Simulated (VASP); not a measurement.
A run of VASP 6.6.1:

INCAR

```
PREC = Accurate
ENCUT = 520
EDIFF = 1E-6
ISMEAR = 1
SIGMA = 0.1
LREAL = F
LASPH = T
NELM = 100
ALGO = Normal
ISIF = 2
LWAVE = F
LCHARG = F
GGA = PS
NBANDS = 33
```

Contents of KPOINTS:

```
Automatic mesh
0
Gamma
  5 5 7
```

Contents of POSCAR:

```
TaN
1.0
    5.1960000000      0.0000000000      0.0000000000
   -2.5980000000      4.4998700000      0.0000000000
    0.0000000000      0.0000000000      2.9110000000
Ta N
3 3
Direct
    0.3333333333      0.6666666667      0.5000000000
    0.6666666667      0.3333333333      0.5000000000
    0.0000000000      0.0000000000      0.0000000000
    0.3928500000      0.0000000000      0.0000000000
    0.6071500000      0.6071500000      0.0000000000
    0.0000000000      0.3928500000      0.0000000000
```

Potentials or basis: VASP PAW PBE potentials, release 64 (Ta_pv, N).

Run with:

```bash
$ cat potpaw_PBE.64/Ta_pv/POTCAR potpaw_PBE.64/N/POTCAR > POTCAR
$ mpirun -np 1 vasp_std > vasp.out
```

Hardware: 1 thread of Intel(R) Xeon(R) Platinum 8259CL CPU @ 2.50GHz (Skylake/Cascade Lake), with other jobs on the host.

Problem. Estimate the wall time of this run.

Solution. Wall time 36 s on 1 thread of Intel(R) Xeon(R) Platinum 8259CL CPU @ 2.50GHz (Skylake/Cascade Lake), with other jobs on the host, peak memory 0.2 GiB. Counts: scf iterations 14, k points 20.
